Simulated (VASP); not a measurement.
## TaN: electric field gradients with PBE

Crystal: TaN.

```
CELL_PARAMETERS angstrom
0.00000 2.20853 2.20853
2.20853 0.00000 2.20853
2.20853 2.20853 0.00000
ATOMIC_POSITIONS crystal
Ta 0.50000 0.50000 0.50000
N 0.00000 0.00000 0.00000
```

| Item | Value |
| --- | --- |
| Program | VASP 6.6.1 |
| Task | electric field gradients |
| Functional | PBE |
| Potentials or basis | VASP PAW PBE potentials, release 64 (Ta_pv, N) |
| Cutoff | 520 eV |
| k mesh | 11 × 11 × 11 |
| Occupations | fermi-dirac, width 0.02 eV |
| Spin | no spin polarisation |
| Dipole correction | no |
| Further INCAR settings | ALGO = Normal; EDIFF = 1e-08; NBANDS = 15 |

- Pressure: 0.8 GPa
- Band gap on the k mesh: zero (band 8 reaches 11.04 eV, above the bottom of band 9 at 7.33 eV)

Levels at points of the mesh, in eV from the Fermi level:
```
           k point  band 6  band 7  band 8  band 9  band 10  band 11
(0.00, 0.00, 0.00)   -3.84   -3.84   -2.13   -2.13    -2.13     0.00
```

Run time: 8.5 s on 1 thread of Intel(R) Xeon(R) 6975P-C (Granite Rapids), with other jobs on the host, peak memory 0.15 GiB.

Caveat: without QUAD_EFG the Cq values of the log hold for a quadrupole moment of 1 mb, not for the nuclei; spin-orbit coupling is left out, which moves the levels of the heavy elements.
